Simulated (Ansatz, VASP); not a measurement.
**P in VASP and in Ansatz**

```xyz
4
Lattice="3.3527 0.0000 0.0000 0.0000 35.3859 0.0000 0.0000 0.0000 4.7045" Properties=species:S:1:pos:R:3 pbc="T T T"
P     0.0000   34.3403    2.7857
P     0.0000    1.0456    1.9188
P     1.6763    1.0456    0.4334
P     1.6763   34.3403    4.2711
```

Change from the starting cell: equal strain along all axes, cell held, atoms relaxed: +1.5 %.

Alike in both runs: functional PBE; k mesh 8 × 1 × 6; occupations gaussian, width 0.02 eV; no spin polarisation.

Ansatz relaxed the structure, and its values are those at the end. VASP's run is a single point on that final structure, the one shown.

```csv
,VASP,Ansatz
version,VASP 6.6.1,Ansatz 0.2.0
potentials or method,"VASP PAW PBE potentials, release 64 (P), cutoff 520 eV","scalar-relativistic, plane waves, PAW"
valence electrons in the cell,20,20
```

```csv
,VASP,Ansatz,Ansatz less VASP
gap on the k mesh at the Fermi level (eV),1.07,1.05,-0.017
least direct gap on the mesh (eV),1.07,1.05,-0.017
rms of the force components (eV/Å),0.026,0.000,-0.0259
```

Ansatz's warnings: stress scf threshold loose.
